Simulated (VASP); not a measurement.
Here is a VASP 6.6.1 calculation.

Contents of INCAR:

```
  AGGAC = 1.0
  AGGAX = 1.0
  ALDAC = 0.0
  ALDAX = 1.0
  ALGO = Normal
  EDIFF = 1E-6
  EDIFFG = -0.01
  ENCUT = 600
  GGA = B5
  IBRION = 2
  ISIF = 3
  ISMEAR = -1
  IVDW = 13
  LASPH = True
  LCHARG = False
  LREAL = False
  LWAVE = False
  NELM = 60
  NSW = 60
  PREC = Accurate
  SIGMA = 0.05
  VDW_A1 = 0.44488865
  VDW_A2 = 4.0933009
  VDW_S6 = 1.0
  VDW_S8 = 2.34076671
```

Contents of KPOINTS:

```
k-points
0
Gamma
  9 9 9
```

POSCAR

```
CdF2
1.0
    0.0000000000      2.6940000000      2.6940000000
    2.6940000000      0.0000000000      2.6940000000
    2.6940000000      2.6940000000      0.0000000000
Cd F
1 2
Direct
    0.0000000000      0.0000000000      0.0000000000
    0.7500000000      0.7500000000      0.7500000000
    0.2500000000      0.2500000000      0.2500000000
```

Potentials or basis: VASP PAW PBE potentials, release 64 (Cd, F).

The run is started by

```console
$ cat potpaw_PBE.64/Cd/POTCAR potpaw_PBE.64/F/POTCAR > POTCAR
$ mpirun -np 1 vasp_std > vasp.out
```

What does it give for the dispersion energy per atom?

-0.319 eV.

What does it give for the relaxed volume?

13.69 Å³/atom.

Estimate the relaxed cell.

a = 3.873 Å, b = 3.873 Å, c = 3.873 Å, α = 60.00°, β = 60.00°, γ = 60.00°.

Estimate the band gap on the k mesh.

2.98 eV (least direct gap 3.49 eV).

Step by step:
```tsv
step	energy change (eV)	largest force (eV/Å)	pressure (GPa)	volume (Å³)
1	0.0000	0.0000	5.40	39.10
2	-0.0295	0.0000	-1.34	41.64
3	-0.0319	0.0000	-0.02	41.07
```

Caveat: the PAW data sets were made with another functional, which shifts forces and pressure a little; an odd mesh through Γ misses points on the zone boundary, where band edges can lie. Expect the measured gap to be larger: semilocal functionals such as BLYP lack the derivative discontinuity.
